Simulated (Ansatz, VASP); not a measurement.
# One calculation of SnSe2, two programs

```
Sn Se
1.0
     3.81720    0.00000    0.00000
    -1.90860    3.30579    0.00000
     0.00000    0.00000    6.16671
Sn Se
1 2
Direct
  0.00000 0.00000 0.00000
  0.33333 0.66667 0.25733
  0.66667 0.33333 0.74267
```

Alike in both runs: functional PBEsol; k mesh 10 × 10 × 6; occupations gaussian, width 0.05 eV; no spin polarisation.

Ansatz relaxed the structure, and its values are those at the end. VASP's run is a single point on that final structure, the one shown.

|  | VASP | Ansatz |
| --- | --- | --- |
| version | VASP 6.6.1 | Ansatz 0.2.0 |
| potentials or method | VASP PAW PBE potentials, release 64 (Sn_d, Se), cutoff 520 eV | scalar-relativistic, plane waves, PAW |
| valence electrons in the cell | 26 | 46 |

VASP gave:

```
gap on the k mesh at the Fermi level (eV) : 0.53
least direct gap on the mesh (eV)         : 1.00
pressure (GPa)                            : 0.1
rms of the force components (eV/Å)        : 0.009
```

Q: Estimate Ansatz's values.

A: gap on the k mesh at the Fermi level (eV): 0.54; least direct gap on the mesh (eV): 1.01; pressure (GPa): 0.0; rms of the force components (eV/Å): 0.000.

VASP's potentials were made for PBE, not for PBEsol. VASP's potentials hold 26 valence electrons a cell and Ansatz's 46, so a difference there can come from the potentials and not from the codes. Ansatz's warnings: stress scf threshold loose.
